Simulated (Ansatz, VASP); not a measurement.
Ta: VASP beside Ansatz

Contents of INCAR:

```
SYSTEM = Ta
ALGO     = Normal         ! electronic algorithm
EDIFF    = 1E-6           ! SCF threshold, eV
ENCUT    = 520            ! plane-wave cutoff, eV
GGA      = PE             ! functional
ISIF     = 2              ! what is computed and relaxed
ISMEAR   = 0              ! smearing method
LASPH    = .TRUE.         ! aspherical terms in the spheres
LCHARG   = .TRUE.         ! write CHGCAR
LELF     = .TRUE.         ! ELF
LREAL    = .FALSE.        ! projectors in reciprocal space
LVHAR    = .TRUE.       
LWAVE    = .FALSE.        ! write WAVECAR
NBANDS   = 12             ! bands
NELM     = 60             ! most SCF steps
PREC     = Accurate       ! precision mode
SIGMA    = 0.05           ! smearing width, eV
```

The input KPOINTS:

```
k-points
0
G
  8 8 8
  0 0 0
```

The input POSCAR:

```
Ta
1.0
    0.0000000000      2.1263904513      2.1263904513
    2.1263904513      0.0000000000      2.1263904513
    2.1263904513      2.1263904513      0.0000000000
Ta
1
Direct
    0.0000000000      0.0000000000      0.0000000000
```

Input for Ansatz:

```yaml
crystal:
  lattice:
    - [0.0, 2.1263904513, 2.1263904513]
    - [2.1263904513, 0.0, 2.1263904513]
    - [2.1263904513, 2.1263904513, 0.0]
  atoms:
    - { symbol: Ta, position: [0.0, 0.0, 0.0] }
basis:
  ecutwfc: 420
  ecutrho_ratio: 4
kpoints:
  mp_grid: { grid: [8, 8, 8] }
hamiltonian:
  xc: pbe
scf:
  occupations: { method: gaussian, width: 0.05 }
output:
  forces: true
  stress: true
  eigenvalues: true
```

Alike in both runs: task single point; functional PBE; k mesh 8 × 8 × 8; occupations gaussian, width 0.05 eV; no spin polarisation.

```csv
,VASP,Ansatz
version,VASP 6.6.1,Ansatz 0.2.0
potentials or method,"VASP PAW PBE potentials, release 64 (Ta_pv), cutoff 520 eV","scalar-relativistic, plane waves, PAW"
valence electrons in the cell,11,13
```

|  | VASP | Ansatz | Ansatz less VASP |
| --- | --- | --- | --- |
| gap on the k mesh at the Fermi level (eV) | none | none | - |
| pressure (GPa) | -2.6 | -2.5 | 0.00 |

A gap of «none» marks a metal or a gap that the smearing closes. The functional is the same, so the differences come from potentials, cutoffs and numerics. VASP's potentials hold 11 valence electrons a cell and Ansatz's 13, so a difference there can come from the potentials and not from the codes.

Neither program's run includes spin-orbit coupling.
